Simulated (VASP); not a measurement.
Runs of VASP 6.6.1 on BN (Qingsongite). The structure is that of space group F-43m (No. 216), or close to it. The cells are those of the table. 

```csv
task,cell,k mesh,cutoff (eV),smearing,gap on the mesh (eV),pressure (GPa)
relaxation of cell and atoms,"relaxed to 102 GPa from a = 2.556 Å, angles 60.0°, 2 atoms",10 × 10 × 10,600,gaussian 0.1 eV,4.63,102.0
single point,"a = 2.403 Å, angles 60.0°, 2 atoms",12 × 12 × 12,600,gaussian 0.02 eV,4.63,102.6
single point,"a = 2.588 Å, angles 60.0°, 2 atoms",12 × 12 × 12,600,gaussian 0.02 eV,4.42,-10.5
single point,"a = 2.456 Å, angles 60.0°, 2 atoms",12 × 12 × 12,520,gaussian 0.02 eV,(a),(b)
single point,"a = 2.345 Å, angles 60.0°, 2 atoms",10 × 10 × 10,600,gaussian 0.1 eV,4.69,161.4
```

Alike in all rows: level PBE; potentials or basis VASP PAW PBE potentials, release 64 (B, N); no spin polarisation.

Task: Fill in the values left out.

Result: (a) 4.58; (b) 60.7.

Caveats: the cell is relaxed towards a set pressure, so the enthalpy falls and the energy may rise (some runs).

A k mesh can miss the band edges.
